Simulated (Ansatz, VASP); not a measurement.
# Hf4N in VASP and in Ansatz

The input INCAR:

```
SYSTEM = Hf4N
ALGO = Normal
EDIFF = 1E-6
ENCUT = 520
GGA = PS
ISIF = 2
ISMEAR = 0
LASPH = .TRUE.
LCHARG = .FALSE.
LREAL = .FALSE.
LWAVE = .FALSE.
NBANDS = 30
NELM = 80
PREC = Accurate
SIGMA = 0.1
```

The input KPOINTS:

```
k-points
0
G
  12 12 12
  0 0 0
```

The input POSCAR:

```
Hf4N
1.0
   -2.2466700023      2.2466700023      4.5995174179
    2.2466700023     -2.2466700023      4.5995174179
    2.2466700023      2.2466700023     -4.5995174179
Hf N
4 1
Direct
    0.7586894992      0.7586894992      0.0000000000
    0.5000000000      0.0000000000      0.5000000000
    0.0000000000      0.5000000000      0.5000000000
    0.2413105008      0.2413105008      0.0000000000
    0.0000000000      0.0000000000      0.0000000000
```

Input for Ansatz:

```yaml
crystal:
  lattice:
    - [-2.2466700023, 2.2466700023, 4.5995174179]
    - [2.2466700023, -2.2466700023, 4.5995174179]
    - [2.2466700023, 2.2466700023, -4.5995174179]
  atoms:
    - { symbol: Hf, position: [0.7586894992, 0.7586894992, 0.0] }
    - { symbol: Hf, position: [0.5, 0.0, 0.5] }
    - { symbol: Hf, position: [0.0, 0.5, 0.5] }
    - { symbol: Hf, position: [0.2413105008, 0.2413105008, 0.0] }
    - { symbol: "N", position: [0.0, 0.0, 0.0] }
basis:
  ecutwfc: 420
kpoints:
  mp_grid: { grid: [12, 12, 12] }
  band_path:
    path:
      - [[0.0, 0.0, 0.0], [0.0, 0.0, 0.5], [0.25, 0.25, 0.25], [0.0, 0.5, 0.0], [0.0, 0.0, 0.0], [0.5, 0.5, -0.5], [0.30964775, 0.69035225, -0.30964775]]
      - [[-0.30964775, 0.30964775, 0.30964775], [0.0, 0.0, 0.0]]
      - [[0.0, 0.0, 0.5], [-0.11929549, 0.11929549, 0.5]]
      - [[0.5, 0.5, -0.11929549], [0.5, 0.5, -0.5]]
    npoints: 14
hamiltonian:
  xc: pbesol
scf:
  occupations: { method: gaussian, width: 0.1 }
  n_extra_bands: 12
output:
  forces: true
  stress: true
  eigenvalues: true
  populations: true
  dos: { projected: true, de: 0.02, nscf_kmesh: { grid: [15, 15, 15] } }
  bader: true
  write_density: true
  write_potential: true
  elf: true
  volumetric_format: npy
```

Alike in both runs: task single point; functional PBEsol; k mesh 12 × 12 × 12; occupations gaussian, width 0.1 eV; no spin polarisation.

|  | VASP | Ansatz |
| --- | --- | --- |
| version | VASP 6.6.1 | Ansatz 0.2.0 |
| potentials or method | VASP PAW PBE potentials, release 64 (Hf_pv, N), cutoff 520 eV | scalar-relativistic, plane waves, PAW |
| valence electrons in the cell | 45 | 109 |

```csv
,VASP,Ansatz,Ansatz less VASP
gap on the k mesh at the Fermi level (eV),none,none,-
pressure (GPa),-6.0,-5.3,+0.74
"traceless stress, the component that is largest in VASP (GPa)",-0.08,-0.09,-0.007
rms of the force components (eV/Å),0.085,0.062,-0.0229
```

VASP's potentials were made for PBE, not for PBEsol. Atom by atom the forces differ by 0.023 eV/Å (rms over components). A gap of «none» marks a metal or a gap that the smearing closes. The functional is the same, so the differences come from potentials, cutoffs and numerics. VASP's potentials hold 45 valence electrons a cell and Ansatz's 109, so a difference there can come from the potentials and not from the codes.

Spin-orbit coupling is off throughout.
